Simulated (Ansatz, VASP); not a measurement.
One calculation of MgF2, two programs

```xyz
6
Lattice="4.7145 0.0000 0.0000 0.0000 4.7145 0.0000 0.0000 0.0000 3.1070" Properties=species:S:1:pos:R:3 pbc="T T T"
Mg    0.0000    0.0000    0.0000
Mg    2.3572    2.3572    1.5535
F     1.4347    1.4347    0.0000
F     0.9225    3.7919    1.5535
F     3.7919    0.9225    1.5535
F     3.2797    3.2797    0.0000
```

Change from the starting cell: hydrostatic strain +2.0%.

Alike in both runs: task single point; functional HSE06; k mesh 4 × 4 × 6; no spin polarisation.

|  | VASP | Ansatz |
| --- | --- | --- |
| version | VASP 6.6.1 | Ansatz 0.2.0 |
| potentials or method | VASP PAW PBE potentials, release 64 (Mg, F) | plane waves, PAW |
| plane-wave cutoff (eV) | 520 | 420 |
| occupations | gaussian, width 0.01 eV | fixed |
| valence electrons in the cell | 32 | 48 |

|  | VASP | Ansatz | Ansatz less VASP |
| --- | --- | --- | --- |
| gap on the k mesh at the Fermi level (eV) | 8.99 | 9.05 | +0.063 |
| pressure (GPa) | -4.9 | -4.4 | +0.42 |
| traceless stress, the component that is largest in VASP (GPa) | -0.58 | -0.58 | -0.002 |
| rms of the force components (eV/Å) | 0.008 | 0.010 | +0.0026 |

Atom by atom the forces differ by 0.003 eV/Å (rms over components). VASP's potentials hold 32 valence electrons a cell and Ansatz's 48, so a difference there can come from the potentials and not from the codes. Ansatz's warnings: stress exchange threshold loose, stress scf threshold loose.
